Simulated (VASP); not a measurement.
Wanted: the native input for a VASP 6.6.1 run.

```yaml
Task: single point
Functional: PBEsol
Potentials_or_basis: VASP PAW PBE potentials, release 64 (Pt)
Cutoff: 520 eV
k_mesh: 24 × 24 × 14
Occupations: gaussian, width 0.15 eV
Spin: no spin polarisation
Dipole_correction: no
Further_INCAR_settings: ALGO = Fast; EDIFF = 1e-06; NBANDS = 17
```

The structure of Pt lies in POSCAR:

```
Pt
1.0
    2.7932988608      0.0000000000      0.0000000000
   -1.3966494304      2.4190677738      0.0000000000
    0.0000000000      0.0000000000      4.9421459123
Pt
2
Direct
    0.6666666667      0.3333333333      0.7500000000
    0.3333333333      0.6666666667      0.2500000000
```

This isn't the form of Pt at room conditions, which is fcc.

This cell differs from its parent crystal: strain +0.025 along x and y, +0.050 along z.

The input as run:

INCAR

```
SYSTEM = Pt
PREC = Accurate
ENCUT = 520
EDIFF = 1E-6
ISMEAR = 0
SIGMA = 0.15
LREAL = .FALSE.
LASPH = .TRUE.
NELM = 60
ALGO = Fast
ISIF = 2
LWAVE = .FALSE.
LCHARG = .FALSE.
GGA = PS
NBANDS = 17
```

KPOINTS

```
Automatic mesh
0
G
  24 24 14
  0 0 0
```

Potentials or basis: VASP PAW PBE potentials, release 64 (Pt).

The run is started by

```bash
$ cat potpaw_PBE.64/Pt/POTCAR > POTCAR
$ mpirun -np 1 vasp_std > vasp.out
```

Results of the run:

```
Pressure               : -21.0 GPa
Band gap on the k mesh : zero (bands 10 and 11 overlap by 1.18 eV)
```

Caveat: the cell differs from its parent crystal (strain +0.025 along x and y, +0.050 along z); the cell stands under tension; the PAW data sets were made with another functional, which shifts forces and pressure a little; spin-orbit coupling is left out, which moves the levels of the heavy elements.

Run time: 4.1 min on 1 thread of Intel Xeon 8259CL, on a shared host, peak memory 0.35 GiB.
